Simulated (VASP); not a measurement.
# Re (P6_3/mmc) in VASP: notebook

The runs below take Re through single point, relaxation of cell and atoms, with LDA.

Program: VASP 6.6.1. These are calculated values, not measurements. Logs are shortened: lines on timing, memory, paths and dates and some standing lists are left out, and cuts for length are marked.

**1. The cell of the first run**

The structure is hexagonal, space group P6_3/mmc (No. 194). Conventional cell: a = 2.722 Å, b = 2.722 Å, c = 4.390 Å, α = 90.00°, β = 90.00°, γ = 120.00°. Within 3.6 Å of Re (site symmetry -6m2) lie 12 Re at 2.70 to 2.72 Å.

**2. Single point, LDA**

INCAR

```
  PREC = Accurate
  ENCUT = 520
  EDIFF = 1E-6
  ISMEAR = 1
  SIGMA = 0.1
  LREAL = False
  LASPH = True
  NELM = 100
  ALGO = Normal
  ISIF = 2
  LWAVE = False
  LCHARG = False
  GGA = CA
  NBANDS = 14
```

KPOINTS

```
regular mesh
0
Gamma
  11 11 6
```

POSCAR

```
Re
1.0
    2.7216748791      0.0000000000      0.0000000000
   -1.3608374395      2.3570395861      0.0000000000
    0.0000000000      0.0000000000      4.3901180007
Re
2
Direct
    0.3333333333      0.6666666667      0.2500000000
    0.6666666667      0.3333333333      0.7500000000
```

Potentials or basis: VASP PAW LDA potentials, release 64 (Re).

Started as:

```console
$ cat potpaw_LDA.64/Re/POTCAR > POTCAR
$ mpirun -np 1 vasp_std > vasp.out
```

OUTCAR:

```text
PREC = Accurate
   ENCUT = 520
   EDIFF = 1E-6
   ISMEAR = 1
   LREAL = False
   LASPH = True
   NELM = 100
   ISIF = 2
   GGA = CA

 ion  position               nearest neighbor table
   1  0.333  0.667  0.250-   2 2.70   2 2.70   2 2.70   2 2.70   2 2.70   2 2.70
   2  0.667  0.333  0.750-   1 2.70   1 2.70   1 2.70   1 2.70   1 2.70   1 2.70

  LATTYP: Found a hexagonal cell.
 ALAT       =     2.7216748791
 C/A-ratio  =     1.6130207301

  Lattice vectors:

 A1 = (   2.7216748791,   0.0000000000,   0.0000000000)
 A2 = (  -1.3608374395,   2.3570395861,   0.0000000000)
 A3 = (   0.0000000000,   0.0000000000,   4.3901180007)

Analysis of symmetry for initial positions (statically):
=====================================================================
 Subroutine PRICEL returns:
 Original cell was already a primitive cell.

 Routine SETGRP: Setting up the symmetry group for a
 hexagonal supercell.

 Subroutine GETGRP returns: Found 24 space group operations
 (whereof 12 operations were pure point group operations)
 out of a pool of 24 trial point group operations.

The static configuration has the point symmetry D_3d.
 The point group associated with its full space group is D_6h.

Analysis of symmetry for dynamics (positions and initial velocities):
=====================================================================
 Subroutine PRICEL returns:
 Original cell was already a primitive cell.

 Routine SETGRP: Setting up the symmetry group for a
 hexagonal supercell.

 Subroutine GETGRP returns: Found 24 space group operations
 (whereof 12 operations were pure point group operations)
 out of a pool of 24 trial point group operations.

The dynamic configuration has the point symmetry D_3d.
 The point group associated with its full space group is D_6h.

 Subroutine INISYM returns: Found 24 space group operations
 (whereof 12 operations are pure point group operations),
 and found     1 'primitive' translations

----------------------------------------------------------------------------------------

                                     Primitive cell

  volume of cell :      28.1630

  direct lattice vectors                    reciprocal lattice vectors
     2.721674879  0.000000000  0.000000000     0.367420814  0.212130506  0.000000000
    -1.360837440  2.357039586  0.000000000     0.000000000  0.424261012  0.000000000
     0.000000000  0.000000000  4.390118001     0.000000000  0.000000000  0.227784310

  length of vectors
     2.721674879  2.721674879  4.390118001     0.424261012  0.424261012  0.227784310

  position of ions in fractional coordinates (direct lattice)
     0.333333333  0.666666667  0.250000000
     0.666666667  0.333333333  0.750000000

  ion indices of the primitive-cell ions
   primitive index   ion index
                 1           1
                 2           2

----------------------------------------------------------------------------------------

 KPOINTS: regular mesh

Automatic generation of k-mesh.
 Grid dimensions read from file:
 generate k-points for:   11   11    6

 Generating k-lattice:

  Cartesian coordinates                     Fractional coordinates (reciprocal lattice)
     0.033401892  0.019284591  0.000000000     0.090909091  0.000000000  0.000000000
     0.000000000  0.038569183  0.000000000     0.000000000  0.090909091  0.000000000
     0.000000000  0.000000000  0.037964052     0.000000000  0.000000000  0.166666667

  Length of vectors
     0.038569183  0.038569183  0.037964052

  Shift w.r.t. Gamma in fractional coordinates (k-lattice)
     0.000000000  0.000000000  0.000000000

 Subroutine IBZKPT returns following result:
 ===========================================

 Found     64 irreducible k-points:

 Following reciprocal coordinates:
            Coordinates               Weight
  0.000000  0.000000  0.000000      1.000000
  0.090909 -0.000000  0.000000      6.000000
  0.181818  0.000000  0.000000      6.000000
  0.272727 -0.000000  0.000000      6.000000
  0.363636  0.000000  0.000000      6.000000
  0.454545  0.000000  0.000000      6.000000
[... 16 lines left out ...]
  0.090909  0.090909  0.166667     12.000000
  0.181818  0.090909  0.166667     24.000000
 [... further k-points ...]
   k-points           NKPTS =     64   k-points in BZ     NKDIM =     64   number of bands    NBANDS=     14
   number of dos      NEDOS =    301   number of ions     NIONS =      2
   total plane-waves  NPLWV =  14400
   dimension x,y,z NGX =    20 NGY =   20 NGZ =   36
   dimension x,y,z NGXF=    40 NGYF=   40 NGZF=   72
   ions per type =               2
   NGX,Y,Z   is equivalent  to a cutoff of  12.22, 12.22, 13.63 a.u.
   NGXF,Y,Z  is equivalent  to a cutoff of  24.43, 24.43, 27.27 a.u.
 SYSTEM =  unknown system
   PREC   = accura    normal or accurate (medium, high low for compatibility)
   ISTART =      0    job   : 0-new  1-cont  2-samecut
   ICHARG =      2    charge: 1-file 2-atom 10-const
   ISPIN  =      1    spin polarized calculation?
   LNONCOLLINEAR =      F non collinear calculations
   LSORBIT =      F    spin-orbit coupling
   LASPH  =      T    aspherical Exc in radial PAW
   ENCUT  =  520.0 eV  38.22 Ry    6.18 a.u.   5.06  5.06  8.16*2*pi/ulx,y,z
   NELM   =    100;   NELMIN=  2; NELMDL= -5     # of ELM steps
   EDIFF  = 0.1E-05   stopping-criterion for ELM
   LREAL  =      F    real-space projection
   EDIFFG = 0.1E-04   stopping-criterion for IOM
   NSW    =      0    number of steps for IOM
   IBRION =     -1    ionic relax: 0-MD 1-quasi-New 2-CG
   NFREE  =      0    steps in history (QN), initial steepest desc. (CG)
   ISIF   =      2    stress and relaxation
   ISYM   =      2    0-nonsym 1-usesym 2-fastsym
   POTIM  = 0.5000    time-step for ionic-motion
   TEBEG  =    0.0;   TEEND  =   0.0 temperature during run
   PSTRESS=    0.0 pullay stress
   NELECT =      14.0000    total number of electrons
   NUPDOWN=      -1.0000    fix difference up-down
   EMIN   =  10.00;   EMAX   =-10.00  energy-range for DOS
   EFERMI =   0.00;   METHOD = LEGACY
   ISMEAR =     1;   SIGMA  =   0.10  broadening in eV -4-tet -1-fermi 0-gaus
   EFERMI_NEDOS =   21; number of points for ismear=-14 and -15
   IALGO  =     38    algorithm
   IMIX   =      4    mixing-type and parameters
     AMIX     =   0.40;   BMIX     =  1.00
     AMIX_MAG =   1.60;   BMIX_MAG =  1.00
  volume/ion in A,a.u.               =      14.08        95.03
  Fermi-wavevector in a.u.,A,eV,Ry     =   1.296854  2.450699 22.882689  1.681830
  Thomas-Fermi vector in A             =   2.428284
   LORBIT       =      0    0 simple, 1 ext, 2 COOP (PROOUT), +10 PAW based schemes
   GGA     = CA    functional components
   LHFCALC =     F    Hartree Fock is set to
   AEXX    =    0.0000 exact exchange contribution
   IVDW    =     0    specifies the selected vdW correction
   LEPSILON=     F    determine dielectric tensor
   LRPA    =     F    only Hartree local field effects (RPA)
 non-spin polarized calculation
 Methfessel and Paxton  Order N= 1 SIGMA  =   0.10
  energy-cutoff  :      520.00
  volume of cell :       28.16
 maximum number of plane-waves:       772
   NGX = 11   NGY = 11   NGZ = 17

 number of electron      14.0000000 magnetization

 Free energy of the ion-electron system (eV)
  ---------------------------------------------------
  ext. energy  EPLUGINS =         0.00000000
  ---------------------------------------------------
  free energy    TOTEN  =       -27.50905196 eV

  energy without entropy =      -27.50998981  energy(sigma->0) =      -27.50936458

 E-fermi :   8.4514     XC(G=0): -14.0794

 val. band max:        8.3655824738   @ k =   0.1818   0.0000   0.1667
 cond. band min:       8.4661229955   @ k =   0.1818   0.0909   0.0000
 fundamental gap:      0.1005405217
 Fermi energy:         8.4513723135

 k-point     1 :       0.0000    0.0000    0.0000
  band No.  band energies     occupation
      1      -1.6819      2.00000
      2       1.4749      2.00000
      3       6.6851      2.00000
      4       6.6851      2.00000
      5       6.7076      2.00000
      6       7.5865      2.00000
      7       7.5865      2.00000
      8       8.5638     -0.06734
      9       8.5638     -0.06734
     10       9.2749     -0.00000
     11      11.9658      0.00000
     12      11.9658      0.00000
     13      19.0535      0.00000
     14      22.6710      0.00000

 k-point     2 :       0.0909   -0.0000    0.0000
  band No.  band energies     occupation
      1      -1.3277      2.00000
      2       1.8041      2.00000
      3       6.0176      2.00000
      4       7.0140      2.00000
      5       7.2239      2.00000
      6       7.3910      2.00000
      7       7.8005      2.00000
      8       7.8978      2.00000
      9       8.2933      2.04791
     10       8.6103     -0.04714
     11      12.1522      0.00000
     12      13.4089      0.00000
     13      19.0448      0.00000
     14      23.4622      0.00000

 k-point     3 :       0.1818    0.0000    0.0000
  band No.  band energies     occupation
      1      -0.3577      2.00000
      2       2.5722      2.00000
      3       5.3213      2.00000
      4       6.0566      2.00000
      5       6.7519      2.00000
      6       7.6956      2.00000
      7       7.9689      2.00000
      8       8.1293      2.00005
      9       8.1306      2.00006
     10       8.7948     -0.00001
     11      12.5166      0.00000
     12      15.7576      0.00000
     13      18.8335      0.00000
     14      25.1609      0.00000

 k-point     4 :       0.2727   -0.0000    0.0000
  band No.  band energies     occupation
      1       0.9086      2.00000
      2       2.8817      2.00000
      3       4.5443      2.00000
      4       5.3181      2.00000
      5       6.5395      2.00000
      6       7.0710      2.00000
      7       7.6363      2.00000
      8       9.4123     -0.00000
      9       9.4406     -0.00000
     10      10.1522     -0.00000
     11      12.8218      0.00000
     12      18.1212      0.00000
     13      18.3766      0.00000
     14      23.5475      0.00000

 k-point     5 :       0.3636    0.0000    0.0000
  band No.  band energies     occupation
      1       1.8688      2.00000
      2       2.5107      2.00000
      3       3.4704      2.00000
      4       5.8650      2.00000
      5       6.5886      2.00000
      6       7.2156      2.00000
      7       7.2389      2.00000
      8      11.1591      0.00000
      9      11.3351      0.00000
     10      11.7116      0.00000
     11      13.0008      0.00000
[... 276 lines left out ...]
 k-point    22 :       0.4545    0.0000    0.1667
  band No.  band energies     occupation
      1       1.7480      2.00000
      2       2.2346      2.00000
      3       3.7675      2.00000
      4       5.0288      2.00000
      5       6.6195      2.00000
      6       7.6393      2.00000
      7       8.7005     -0.00241
      8      12.0604      0.00000
      9      12.5573      0.00000
     10      13.1029      0.00000
     11      13.5258      0.00000
     12      16.2651      0.00000
     13      18.8082      0.00000
     14      21.0243      0.00000

 k-point    23 :       0.0909    0.0909    0.1667
  band No.  band energies     occupation
      1      -0.3500      2.00000
      2       2.4583      2.00000
      3       5.4895      2.00000
      4       5.8163      2.00000
      5       6.7096      2.00000
      6       7.2613      2.00000
      7       7.5374      2.00000
      8       8.1010      2.00001
      9       8.9022     -0.00000
     10       8.9320     -0.00000
     11      12.2682      0.00000
     12      14.2004      0.00000
     13      20.3428      0.00000
     14      24.2152      0.00000

 k-point    24 :       0.1818    0.0909    0.1667
  band No.  band energies     occupation
      1       0.7338      2.00000
      2       3.2580      2.00000
      3       4.6809      2.00000
      4       4.9926      2.00000
      5       6.3124      2.00000
      6       7.0608      2.00000
      7       7.7156      2.00000
      8       8.7002     -0.00244
      9       9.4601     -0.00000
     10       9.8790     -0.00000
     11      12.4189      0.00000
     12      15.7091      0.00000
     13      20.1976      0.00000
     14      25.0070      0.00000

 [... further k-points ...]
[... 5 lines left out ...]
  --------------------------------------------------------------------------------------
  -------------------------------------------------------------------------------------
  Total        1.5658485      1.5658485      1.6278037      0.0000000      0.0000000      0.0000000
  in kB       89.0801618     89.0801618     92.6047565      0.0000000      0.0000000      0.0000000
  external PRESSURE =      90.2550267 kB  Pullay stress =       0.0000000 kB

 VOLUME and BASIS-vectors are now :
 -----------------------------------------------------------------------------
  energy-cutoff  :      520.00
  volume of cell :       28.16
      direct lattice vectors                 reciprocal lattice vectors
     2.721674879  0.000000000  0.000000000     0.367420814  0.212130506  0.000000000
    -1.360837440  2.357039586  0.000000000     0.000000000  0.424261012  0.000000000
     0.000000000  0.000000000  4.390118001     0.000000000  0.000000000  0.227784310

 POSITION                                       TOTAL-FORCE (eV/Angst)
 -----------------------------------------------------------------------------------
     -0.00000      1.57136      1.09753         0.000000      0.000000      0.000000
      1.36084      0.78568      3.29259        -0.000000     -0.000000      0.000000
 -----------------------------------------------------------------------------------
    total drift:                               -0.000000      0.000000     -0.000000

  FREE ENERGIE OF THE ION-ELECTRON SYSTEM (eV)
  ---------------------------------------------------
  free  energy   TOTEN  =       -27.5090519646 eV

  energy  without entropy=      -27.5099898055  energy(sigma->0) =      -27.50936458
```

Run time: 19 s. Hardware: 1 thread of Intel Xeon Platinum 8259CL at 2.50GHz (Skylake/Cascade Lake), shared host; peak memory 0.14 GiB.

What came out:

```
Free energy            : -27.5091 eV
Pressure               : 9.0 GPa
Band gap on the k mesh : zero (band 7 reaches 10.01 eV, above the bottom of band 8 at 6.55 eV)
```

Stress tensor (GPa, compression positive):
```
8.91 0.00 0.00
0.00 8.91 0.00
0.00 0.00 9.26
```

Caveat: spin-orbit coupling is left out, which moves the levels of the heavy elements.

(Continued in part 2 of 2.)
